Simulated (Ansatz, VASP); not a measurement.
**One calculation of Tl, two programs**

```xyz
2
Lattice="3.4594 0.0000 0.0000 -1.7297 2.9959 0.0000 0.0000 0.0000 5.5206" Properties=species:S:1:pos:R:3 pbc="T T T"
Tl    0.0000    1.9973    1.3802
Tl    1.7297    0.9986    4.1405
```

Alike in both runs: functional PBEsol; k mesh 17 × 17 × 9; occupations fermi-dirac, width 0.05 eV; no spin polarisation.

Ansatz relaxed the structure, and its values are those at the end. VASP's run is a single point on that final structure, the one shown.

```csv
,VASP,Ansatz
version,VASP 6.6.1,Ansatz 0.2.0
potentials or method,"VASP PAW PBE potentials, release 64 (Tl_d)","PAW with Ansatz's default frozen-core files, scalar-relativistic"
plane-wave cutoff (eV),520,420
valence electrons in the cell,26,26
```

Ansatz gave:

| Property | Result |
| --- | --- |
| pressure (GPa) | 0.0 |

Q: What did VASP give for the same quantities?

A: Pressure (GPa): -0.1.

VASP's potentials were made for PBE, not for PBEsol.

Spin-orbit coupling is off throughout.
